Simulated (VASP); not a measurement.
Input of a VASP 6.6.1 run:

File INCAR:

```
SYSTEM = BN
ALGO = Normal ; EDIFF = 1E-7
ENCUT = 520 ; GGA = RP
ISIF = 2 ; ISMEAR = -1
IVDW = 12 ; LASPH = .True.
LCHARG = .True. ; LELF = .True.
LREAL = .False. ; LVHAR = .True.
LWAVE = .False. ; NBANDS = 11
NELM = 80 ; PREC = Accurate
SIGMA = 0.05
```

File KPOINTS:

```
k-points
0
Gamma
  13 13 13
  0 0 0
```

The input POSCAR:

```
BN
1.0
    0.0000000000      1.7895512763      1.7895512763
    1.7895512763      0.0000000000      1.7895512763
    1.7895512763      1.7895512763      0.0000000000
N B
1 1
Direct
    0.2500000000      0.2500000000      0.2500000000
    0.0000000000      0.0000000000      0.0000000000
```

Potentials or basis: VASP PAW PBE potentials, release 64 (N, B).

Command:

```console
$ cat potpaw_PBE.64/N/POTCAR potpaw_PBE.64/B/POTCAR > POTCAR
$ mpirun -np 1 vasp_std > vasp.out
```

What does it give for the pressure?

0.3 GPa.

Predict the band gap on the k mesh.

4.59 eV, indirect (least direct gap 9.02 eV).

Predict the dispersion energy per atom.

-0.676 eV.

Caveat: the PAW data sets were made with another functional, which shifts forces and pressure a little. A k mesh can miss the band edges.
